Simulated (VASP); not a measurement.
# La: single point with PBEsol

The system is La.

```
CELL_PARAMETERS angstrom
3.45020 0.00000 0.00000
-1.72510 2.98796 0.00000
0.00000 0.00000 5.69204
ATOMIC_POSITIONS crystal
La 0.66667 0.33333 0.75000
La 0.33333 0.66667 0.25000
```

```yaml
Program: VASP 6.6.1
Task: single point
Functional: PBEsol
Potentials_or_basis: VASP PAW PBE potentials, release 64 (La)
Cutoff: 520 eV
k_mesh: 8 × 8 × 5
Occupations: fermi-dirac, width 0.05 eV
Spin: no spin polarisation
```

```
Pressure               : 5.1 GPa
Band gap on the k mesh : zero (bands 11 and 12 overlap by 1.60 eV)
```

Levels at points of the mesh, in eV from the Fermi level:
| k point | band 7 | band 8 | band 9 | band 10 | band 11 | band 12 | band 13 | band 14 | band 15 | band 16 |
| --- | --- | --- | --- | --- | --- | --- | --- | --- | --- | --- |
| (0.00, 0.00, 0.00) | -14.91 | -14.91 | -2.89 | -2.02 | 1.01 | 1.47 | 1.47 | 1.77 | 1.90 | 2.00 |
| (0.50, 0.00, 0.00) | -15.61 | -15.27 | -2.26 | -1.64 | -1.25 | 1.38 | 1.67 | 1.68 | 1.79 | 2.33 |

Run time: 31 s on 1 thread of Intel(R) Xeon(R) Platinum 8488C (Sapphire Rapids), on a shared host, peak memory 0.19 GiB.

Caveat: the cell stands under pressure; the PAW data sets were made with another functional, which shifts forces and pressure a little; spin-orbit coupling is left out, which moves the levels of the heavy elements.
